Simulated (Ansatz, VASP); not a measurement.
# One calculation of Te2Mo, two programs

The input INCAR:

```
SYSTEM = Te2Mo
ALGO     = Normal         ! electronic algorithm
EDIFF    = 1E-7           ! SCF threshold, eV
ENCUT    = 520            ! plane-wave cutoff, eV
GGA      = PE             ! functional
ISIF     = 2              ! what is computed and relaxed
ISMEAR   = 0              ! smearing method
IVDW     = 12             ! dispersion correction
LASPH    = .TRUE.         ! aspherical terms in the spheres
LCHARG   = .TRUE.         ! write CHGCAR
LELF     = .TRUE.         ! ELF
LREAL    = .FALSE.        ! projectors in reciprocal space
LVHAR    = .TRUE.       
LWAVE    = .FALSE.        ! write WAVECAR
NBANDS   = 35             ! bands
NELM     = 100            ! most SCF steps
PREC     = Accurate       ! precision mode
SIGMA    = 0.02           ! smearing width, eV
```

The input KPOINTS:

```
k-points
0
G
  9 9 2
  0 0 0
```

The input POSCAR:

```
Te2Mo
1.0
    3.4965540504      0.0000000000      0.0000000000
   -1.7482770252      3.0281046333      0.0000000000
    0.0000000000      0.0000000000     13.7008328818
Te Mo
4 2
Direct
    0.3333333333      0.6666666667      0.6173697963
    0.6666666667      0.3333333333      0.1173697963
    0.3333333333      0.6666666667      0.8826302037
    0.6666666667      0.3333333333      0.3826302037
    0.3333333333      0.6666666667      0.2500000000
    0.6666666667      0.3333333333      0.7500000000
```

Input for Ansatz:

```yaml
crystal:
  lattice:
    - [3.4965540504, 0.0, 0.0]
    - [-1.7482770252, 3.0281046333, 0.0]
    - [0.0, 0.0, 13.7008328818]
  atoms:
    - { symbol: Te, position: [0.3333333333, 0.6666666667, 0.6173697963] }
    - { symbol: Te, position: [0.6666666667, 0.3333333333, 0.1173697963] }
    - { symbol: Te, position: [0.3333333333, 0.6666666667, 0.8826302037] }
    - { symbol: Te, position: [0.6666666667, 0.3333333333, 0.3826302037] }
    - { symbol: Mo, position: [0.3333333333, 0.6666666667, 0.25] }
    - { symbol: Mo, position: [0.6666666667, 0.3333333333, 0.75] }
basis: {}
kpoints:
  mp_grid: { grid: [9, 9, 2] }
  band_path:
    path:
      - [[0.0, 0.0, 0.0], [0.5, 0.0, 0.0], [0.33333333, 0.33333333, 0.0], [0.0, 0.0, 0.0], [0.0, 0.0, 0.5], [0.5, 0.0, 0.5], [0.33333333, 0.33333333, 0.5], [0.0, 0.0, 0.5]]
      - [[0.5, 0.0, 0.5], [0.5, 0.0, 0.0]]
      - [[0.33333333, 0.33333333, 0.5], [0.33333333, 0.33333333, 0.0]]
    npoints: 10
hamiltonian:
  xc: pbe
  dispersion: d3bj
  pseudopotentials: { kind: all_electron, lapw: {} }
scf:
  occupations: { method: gaussian, width: 0.02 }
  n_extra_bands: 9
output:
  forces: true
  stress: true
  eigenvalues: true
```

Alike in both runs: task single point; functional PBE; dispersion D3(BJ); k mesh 9 × 9 × 2; occupations gaussian, width 0.02 eV; no spin polarisation.

|  | VASP | Ansatz |
| --- | --- | --- |
| version | VASP 6.6.1 | Ansatz 0.2.0 |
| potentials or method | VASP PAW PBE potentials, release 64 (Te, Mo_sv), cutoff 520 eV | scalar-relativistic, all-electron LAPW |

Ansatz gave:

| Property | Result |
| --- | --- |
| gap on the k mesh at the Fermi level (eV) | 0.67 |
| least direct gap on the mesh (eV) | 1.04 |
| pressure (GPa) | 0.0 |
| traceless stress, the component that is largest in VASP (GPa) | 0.00 |
| rms of the force components (eV/Å) | 0.000 |

Problem. Estimate VASP's values.

Solution. gap on the k mesh at the Fermi level (eV): 0.67; least direct gap on the mesh (eV): 1.04; pressure (GPa): 0.0; traceless stress, the component that is largest in VASP (GPa): 0.05; rms of the force components (eV/Å): 0.007.

Atom by atom the forces differ by 0.007 eV/Å (rms over components). Ansatz ran all-electron here, and VASP with PAW potentials.

Neither program's run includes spin-orbit coupling.
